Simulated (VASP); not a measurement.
Runs of VASP 6.6.1 on P. The structure is that of space group P-3m1 (No. 164), or close to it. The cells are those of the table. 

```tsv
cell	gap on the mesh (eV)	largest force (eV/Å)
a = 3.198, b = 3.198, c = 28.000 Å, angles 90.0, 90.0, 120.0°, 2 atoms	none	3.39
a = 3.324, b = 3.324, c = 28.000 Å, angles 90.0, 90.0, 120.0°, 2 atoms	none	3.52
a = 3.449, b = 3.449, c = 28.000 Å, angles 90.0, 90.0, 120.0°, 2 atoms	none	(b)
a = 3.010, b = 3.010, c = 28.000 Å, angles 90.0, 90.0, 120.0°, 2 atoms	1.33	(a)
```

Alike in all rows: task single point; level PBE+D3(BJ); potentials or basis VASP PAW PBE potentials, release 64 (P); no spin polarisation; k mesh 9 × 9 × 1; cutoff (eV) 520; smearing gaussian 0.02 eV.

Task: Estimate the missing entries.

Result: (a) 5.30; (b) 2.68.

A k mesh can miss the band edges.

A gap of «none» marks levels without a gap at the run's occupations.
